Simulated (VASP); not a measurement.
Input of a VASP 6.6.1 run:

The input INCAR:

```
  ALGO = Normal
  EDIFF = 1E-6
  ENCUT = 600
  GGA = CA
  GGA_COMPAT = False
  ISIF = 2
  ISMEAR = 0
  LASPH = True
  LCHARG = False
  LREAL = False
  LWAVE = False
  NBANDS = 30
  NELM = 120
  PREC = Accurate
  SIGMA = 0.02
```

Contents of KPOINTS:

```
k-points
0
Gamma
  8 8 8
```

The input POSCAR:

```
ZrPbO3
1.0
    4.1084336057      0.0000000000      0.0000000000
    0.0000000000      4.1084336057      0.0000000000
    0.0000000000      0.0000000000      4.1084336057
Pb Zr O
1 1 3
Direct
    0.0000000000      0.0000000000      0.0000000000
    0.5000000000      0.5000000000      0.5000000000
    0.5000000000      0.5000000000      0.0000000000
    0.0000000000      0.5000000000      0.5000000000
    0.5000000000      0.0000000000      0.5000000000
```

Potentials or basis: VASP PAW LDA potentials, release 64 (Pb_d, Zr_sv, O).

Run with:

```sh
$ cat potpaw_LDA.64/Pb_d/POTCAR potpaw_LDA.64/Zr_sv/POTCAR potpaw_LDA.64/O/POTCAR > POTCAR
$ mpirun -np 1 vasp_std > vasp.out
```

Problem. What does it give for the band gap on the k mesh?

Solution. 2.34 eV.

Problem. Estimate the pressure.

Solution. 0.4 GPa.

Caveat: spin-orbit coupling is left out, which moves the levels of the heavy elements. A k mesh can miss the band edges.
